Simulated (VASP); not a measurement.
Here is a VASP 6.6.1 calculation.

File INCAR:

```
ALGO = Normal
EDIFF = 1E-6
ENCUT = 520
GGA = PE
ISIF = 2
ISMEAR = -1
LASPH = T
LCHARG = F
LREAL = Auto
LWAVE = F
NBANDS = 49
NELM = 80
PREC = Accurate
SIGMA = 0.05
```

File KPOINTS:

```
k-points
0
Gamma
  1 1 1
```

POSCAR

```
H6C2O
1.0
    6.9520530000      0.0000000000      0.0000000000
    0.0000000000      6.9520530000      0.0000000000
    0.0000000000      0.0000000000      6.9520530000
C H O
6 18 3
Direct
   -0.0022439415      0.3131305242      0.8741878119
    0.1020561840      0.2458985856      1.0260853880
    0.6490025321      0.2573772093      0.4158339990
    0.5902860637      0.3020115065      0.2381598644
   -0.1291848609      0.7450604879      0.1911090148
    0.0528045457      0.7793525164      0.1484309743
    0.0488776481      0.2857716994      0.7251526995
   -0.1280197375      0.3963145851      0.8934626937
    0.2128436017      0.1349673255      1.0091263689
    0.0449795190      0.2536085384      1.1730491698
    0.5487012254      0.2787665744      0.5362013207
    0.7845739956      0.1825791604      0.4523555847
    0.4434229716      0.3558373332      0.2033787717
    0.6728803707      0.2752424356      0.1114059401
   -0.2458266644      0.7342291550      0.0916419941
   -0.1710286156      0.7304317156      0.3410791028
    0.1162102763      0.7944847371      0.0107018747
    0.1641817173      0.7804313345      0.2603835155
    0.0798037644      0.9904124724      0.5304907773
    0.1300622996      0.7883858193      0.6271097185
    0.7068127933      0.8860979627      0.8648524400
    0.7399828511      0.8362278021      0.6676732758
    0.2854696303      0.5055628891      0.7683773412
    0.4190129160      0.6762318987      0.7235128961
    0.0219503505      0.8773523447      0.5935944389
    0.6513615474      0.7989006988      0.7673560601
    0.3134182090      0.5959390701      0.6692123895
```

Potentials or basis: VASP PAW PBE potentials, release 64 (C, H, O).

Launch:

```bash
$ cat potpaw_PBE.64/C/POTCAR potpaw_PBE.64/H/POTCAR potpaw_PBE.64/O/POTCAR > POTCAR
$ mpirun -np 1 vasp_gam > vasp.out
```

(1) Estimate the pressure.

(2) What does it give for the band gap on the k mesh?

(3) Estimate the largest force.

Results:

(1) 0.2 GPa.

(2) 4.49 eV.

(3) 2.678 eV/Å.

Caveat: the k points lie up to 0.90 Å⁻¹ apart.
